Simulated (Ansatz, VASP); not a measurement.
## SiO2 in VASP and in Ansatz

Contents of INCAR:

```
PREC = Accurate ; ENCUT = 600
EDIFF = 1E-7 ; ISMEAR = -1
SIGMA = 0.05 ; LREAL = F
LASPH = T ; NELM = 120
ALGO = Normal ; ISIF = 3
LWAVE = F ; LCHARG = F
GGA = RP ; IBRION = 2
NSW = 60 ; EDIFFG = -0.01
GGA_COMPAT = F ; NELMIN = 4
```

File KPOINTS:

```
Automatic mesh
0
Gamma
  6 6 4
```

The input POSCAR:

```
SiO2
1.0
    4.9820000000      0.0000000000      0.0000000000
    0.0000000000      4.9820000000      0.0000000000
    0.0000000000      0.0000000000      6.9630000000
Si O
4 8
Direct
    0.7989700000      0.2010300000      0.7500000000
    0.7010300000      0.7010300000      0.5000000000
    0.2010300000      0.7989700000      0.2500000000
    0.2989700000      0.2989700000      0.0000000000
    0.1034700000      0.2398900000      0.8218700000
    0.2601100000      0.6034700000      0.0718700000
    0.8965300000      0.7601100000      0.3218700000
    0.7398900000      0.3965300000      0.5718700000
    0.6034700000      0.2601100000      0.9281300000
    0.7601100000      0.8965300000      0.6781300000
    0.3965300000      0.7398900000      0.4281300000
    0.2398900000      0.1034700000      0.1781300000
```

File input.yaml:

```yaml
crystal:
  lattice:
    - [4.982, 0.0, 0.0]
    - [0.0, 4.982, 0.0]
    - [0.0, 0.0, 6.963]
  atoms:
    - { symbol: Si, position: [0.79897, 0.20103, 0.75] }
    - { symbol: Si, position: [0.70103, 0.70103, 0.5] }
    - { symbol: Si, position: [0.20103, 0.79897, 0.25] }
    - { symbol: Si, position: [0.29897, 0.29897, 0.0] }
    - { symbol: O, position: [0.10347, 0.23989, 0.82187] }
    - { symbol: O, position: [0.26011, 0.60347, 0.07187] }
    - { symbol: O, position: [0.89653, 0.76011, 0.32187] }
    - { symbol: O, position: [0.73989, 0.39653, 0.57187] }
    - { symbol: O, position: [0.60347, 0.26011, 0.92813] }
    - { symbol: O, position: [0.76011, 0.89653, 0.67813] }
    - { symbol: O, position: [0.39653, 0.73989, 0.42813] }
    - { symbol: O, position: [0.23989, 0.10347, 0.17813] }
hamiltonian:
  xc: rpbe
  pseudopotentials: { kind: paw }
kpoints:
  mp_grid: { grid: [6, 6, 4] }
scf:
  occupations: { method: fermi_dirac, width: 0.05 }
output:
  forces: true
  stress: true
  eigenvalues: true
relax:
  f_tol: 0.01
  max_steps: 40
  cell: { stress_tol: 0.05 }
```

Alike in both runs: task relaxation of cell and atoms; functional RPBE; k mesh 6 × 6 × 4; occupations fermi-dirac, width 0.05 eV; no spin polarisation.

|  | VASP | Ansatz |
| --- | --- | --- |
| version | VASP 6.6.1 | Ansatz 0.2.0 |
| potentials or method | VASP PAW PBE potentials, release 64 (Si, O) | Ansatz PAW |
| plane-wave cutoff (eV) | 600 | 420 |
| valence electrons in the cell | 64 | 64 |

|  | VASP | Ansatz | Ansatz less VASP |
| --- | --- | --- | --- |
| gap on the k mesh at the Fermi level, each at its own relaxed structure (eV) | 5.58 | 5.56 | -0.024 |
| relaxed volume (Å³/atom) | 15.74 | 15.78 | +0.040 |
| relaxed cell length with the largest relative difference (Å) | 7.169 | 7.179 | +0.0097 |

VASP's potentials were made for PBE, not for RPBE.

Noted on Ansatz's run: the plane-wave basis is chosen anew once the cell has moved, so the energies of steps on either side of that aren't comparable.
